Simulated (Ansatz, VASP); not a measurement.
ZnSe in VASP and in Ansatz

```
CELL_PARAMETERS angstrom
0.00000 2.39909 2.39909
2.39909 0.00000 2.39909
2.39909 2.39909 0.00000
ATOMIC_POSITIONS crystal
Zn 0.00000 0.00000 0.00000
Se 0.25000 0.25000 0.25000
```

Change from the starting cell: volume scaled by 0.64, PAW files.

Alike in both runs: task single point; functional LDA; k mesh 11 × 11 × 11; occupations fermi-dirac, width 0.08 eV; no spin polarisation.

|  | VASP | Ansatz |
| --- | --- | --- |
| version | VASP 6.6.1 | Ansatz 0.2.0 |
| potentials or method | VASP PAW LDA potentials, release 64 (Zn, Se) | PAW with Ansatz's default frozen-core files, scalar-relativistic |
| plane-wave cutoff (eV) | 520 | 420 |
| valence electrons in the cell | 18 | 28 |

```csv
,VASP,Ansatz,Ansatz less VASP
pressure (GPa),90.0,87.8,-2.28
```

LDA's correlation is that of Perdew and Zunger in VASP and of Perdew and Wang (1992) in Ansatz. Both programs put the cell under a high pressure, so it lies far from rest at this level. VASP's potentials hold 18 valence electrons a cell and Ansatz's 28, so a difference there can come from the potentials and not from the codes.

Noted on VASP's run: the cell as given lies far from equilibrium.
